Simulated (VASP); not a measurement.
Crystal: ScTiN2.

```xyz
4
Lattice="3.0846 0.0000 0.0000 0.0000 3.0846 0.0000 0.0000 0.0000 4.3866" Properties=species:S:1:pos:R:3 pbc="T T T"
Sc    1.5423    1.5423    2.1933
Ti    0.0000    0.0000    0.0000
N     0.0000    0.0000    2.1933
N     1.5423    1.5423    0.0000
```

* Program: VASP 6.6.1
* Task: relaxation of cell and atoms
* Functional: PBE
* Potentials or basis: VASP PAW PBE potentials, release 64 (Sc_sv, Ti_sv, N)
* Cutoff: 600 eV
* k mesh: 16 × 16 × 10
* Occupations: gaussian, width 0.1 eV
* Spin: no spin polarisation
* Hubbard terms: Sc d U = 5.0 eV

At the start: pressure 11.7 GPa; volume 10.43 Å³/atom.

Task: How do energy, volume and symmetry change on relaxing?

Result: Over 3 steps the energy falls by 18.6 meV/atom and the volume is 10.96 Å³/atom (+5.1 %); space group P4/mmm (No. 123, to 0.1 Å) before and after.

The path:
```tsv
step	energy change (eV)	largest force (eV/Å)	pressure (GPa)	volume (Å³)
1	0.0000	0.0000	11.72	41.74
2	0.0290	0.0000	-11.64	46.52
3	-0.0745	0.0000	-0.24	43.85
```

Final structure:
```xyz
4
Lattice="3.1412 0.0000 0.0000 0.0000 3.1412 0.0000 0.0000 0.0000 4.4438" Properties=species:S:1:pos:R:3 pbc="T T T"
Sc    1.5706    1.5706    2.2219
Ti    0.0000    0.0000    0.0000
N     0.0000    0.0000    2.2219
N     1.5706    1.5706    0.0000
```

Caveat: U without spin polarisation on a metal has little footing.
